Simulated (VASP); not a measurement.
## O: electric field gradients with PBEsol

O:

```xyz
4
Lattice="2.5610 0.0128 0.0128 -1.2694 2.2115 0.0047 0.0329 0.0329 6.5750" Properties=species:S:1:pos:R:3 pbc="T T T"
O     0.0127    1.4839    1.0660
O     1.3059    0.7674    4.3562
O     0.0185    1.4897    2.2363
O     1.3118    0.7733    5.5265
```

This cell differs from its parent crystal: equal xy, yz and zx shear strains of +1 %.

```json
{
  "Program": "VASP 6.6.1",
  "Task": "electric field gradients",
  "Functional": "PBEsol",
  "Potentials or basis": "VASP PAW PBE potentials, release 64 (O)",
  "Cutoff": "520 eV",
  "k mesh": "13 × 13 × 5",
  "Occupations": "fermi-dirac, width 0.03 eV",
  "Spin": "no spin polarisation",
  "Dipole correction": "no",
  "Further INCAR settings": "ALGO = Normal; EDIFF = 1e-08; NBANDS = 20"
}
```

```yaml
Pressure: 16.9 GPa
Largest_force: 4.619 eV/Å
Band_gap_on_the_k_mesh: zero (bands 12 and 13 overlap by 2.00 eV)
Largest_electric_field_gradient_by_atom: O +110.8 V/Å²
```

Forces on the atoms (eV/Å):
```
O    0.034  0.037 -4.618
O    0.039  0.037 -4.619
O   -0.039 -0.037  4.619
O   -0.034 -0.037  4.618
```

Stress tensor (GPa, compression positive):
```
-5.57  0.01 -0.63
 0.01 -5.55 -0.63
-0.63 -0.63 61.77
```

Levels at points of the mesh, in eV from the Fermi level:
```
           k point  band 9  band 10  band 11  band 12  band 13  band 14  band 15  band 16
(0.00, 0.00, 0.00)   -6.20    -6.15     1.01     1.05     1.30     1.33     8.38     9.85
```

Electric field gradients, principal values (V/Å²):
```tsv
atom	least	middle	greatest (by size)
1 O	-55.233	-55.575	110.808
2 O	-55.244	-55.564	110.807
3 O	-55.244	-55.564	110.807
4 O	-55.233	-55.575	110.808
```

It took 6.8 min on 1 thread of Intel(R) Xeon(R) Platinum 8259CL CPU @ 2.50GHz (Skylake/Cascade Lake), with other jobs on the host, peak memory 0.31 GiB.

Caveat: the cell differs from its parent crystal (equal xy, yz and zx shear strains of +1 %); the standard files for N, O and F lose accuracy on very short bonds; spin is off for a triplet molecule; the stress differs along the axes, from -6 to 62 GPa; this functional lacks dispersion, which holds the molecules together, so the pressure and a relaxed volume are unreliable; without QUAD_EFG the Cq values of the log hold for a quadrupole moment of 1 mb, not for the nuclei; the PAW data sets were made with another functional, which shifts forces and pressure a little.
